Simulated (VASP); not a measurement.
Crystal: AgCl.

```
CELL_PARAMETERS angstrom
1.87091 -5.55660 0.00000
1.87091 5.55660 0.00000
0.00000 0.00000 3.92404
ATOMIC_POSITIONS crystal
Ag 0.39656 0.60344 0.75000
Ag 0.60344 0.39656 0.25000
Cl 0.86545 0.13455 0.25000
Cl 0.13455 0.86545 0.75000
```

* Program: VASP 6.6.1
* Task: relaxation of cell and atoms
* Functional: PBE
* Potentials or basis: VASP PAW PBE potentials, release 64 (Ag, Cl)
* Cutoff: 600 eV
* k mesh: 10 × 10 × 10
* Occupations: gaussian, width 0.02 eV
* Spin: no spin polarisation

At the start: pressure 1.6 GPa; volume 20.40 Å³/atom.

Q: Where does the relaxation end?

A: Over 18 steps the energy falls by 4.7 meV/atom and the volume is 21.37 Å³/atom (+4.8 %); space group Cmcm (No. 63, to 0.05 Å).

Step by step:
```
step  energy change (eV)  largest force (eV/Å)  pressure (GPa)  volume (Å³)
   1              0.0000                0.0142            1.59        81.59
   2             -0.0124                0.0282            0.07        84.00
   3             -0.0125                0.0294            0.04        84.14
   4             -0.0124                0.0311           -0.16        84.43
   5             -0.0125                0.0299           -0.02        84.23
   6             -0.0137                0.0274            0.00        84.32
   7             -0.0163                0.0189            0.02        84.61
   8             -0.0178                0.0101            0.17        85.16
   9             -0.0179                0.0102            0.13        85.05
  10             -0.0182                0.0097           -0.18        85.67
  11             -0.0182                0.0100           -0.08        85.52
  12             -0.0185                0.0067           -0.03        85.47
  13             -0.0186                0.0055            0.01        85.45
  14             -0.0186                0.0074            0.03        85.43
  15             -0.0186                0.0067            0.02        85.43
  16             -0.0186                0.0055           -0.05        85.54
  17             -0.0186                0.0056           -0.03        85.51
  18             -0.0186                0.0047           -0.01        85.49
```

Final structure:
```xyz
4
Lattice="1.8901 -5.8126 0.0000 1.8901 5.8126 0.0000 0.0000 0.0000 3.8907" Properties=species:S:1:pos:R:3 pbc="T T T"
Ag    1.8901    1.2242    2.9180
Ag    1.8901   -1.2242    0.9727
Cl    1.8901   -4.2629    0.9727
Cl    1.8901    4.2629    2.9180
```
